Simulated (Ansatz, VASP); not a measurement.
## Two plane-wave programs on I

The input INCAR:

```
SYSTEM = I
PREC = Accurate
ENCUT = 520
EDIFF = 1E-6
ISMEAR = -1
SIGMA = 0.1
LREAL = .FALSE.
LASPH = .TRUE.
NELM = 100
ALGO = Normal
ISIF = 2
LWAVE = .FALSE.
LCHARG = .FALSE.
GGA = PE
NBANDS = 14
```

KPOINTS

```
Automatic mesh
0
G
  10 10 10
  0 0 0
```

Contents of POSCAR:

```
I
1.0
    0.0000000000      3.9386522685      3.9386522685
    3.9386522685      0.0000000000      3.9386522685
    3.9386522685      3.9386522685      0.0000000000
I
2
Direct
   -0.1250000000     -0.1250000000     -0.1250000000
    0.1250000000      0.1250000000      0.1250000000
```

Input for Ansatz:

```yaml
crystal:
  lattice:
    - [0.0, 3.9386522685, 3.9386522685]
    - [3.9386522685, 0.0, 3.9386522685]
    - [3.9386522685, 3.9386522685, 0.0]
  atoms:
    - { symbol: I, position: [-0.125, -0.125, -0.125] }
    - { symbol: I, position: [0.125, 0.125, 0.125] }
kpoints:
  mp_grid: { grid: [10, 10, 10] }
scf:
  occupations: { method: fermi_dirac, width: 0.1 }
hamiltonian:
  xc: pbe
  pseudopotentials: { kind: nc }
output:
  forces: true
  stress: true
  eigenvalues: true
```

Change from the starting cell: volume scaled by 1, norm-conserving files.

Alike in both runs: task single point; functional PBE; k mesh 10 × 10 × 10; occupations fermi-dirac, width 0.1 eV; no spin polarisation.

```csv
,VASP,Ansatz
version,VASP 6.6.1,Ansatz 0.2.0
potentials or method,"VASP PAW PBE potentials, release 64 (I)","norm-conserving pseudopotentials, scalar-relativistic"
plane-wave cutoff (eV),520,952
valence electrons in the cell,14,14
```

|  | VASP | Ansatz | Ansatz less VASP |
| --- | --- | --- | --- |
| pressure (GPa) | 0.0 | 0.0 | +0.01 |

Spin-orbit coupling is off throughout.
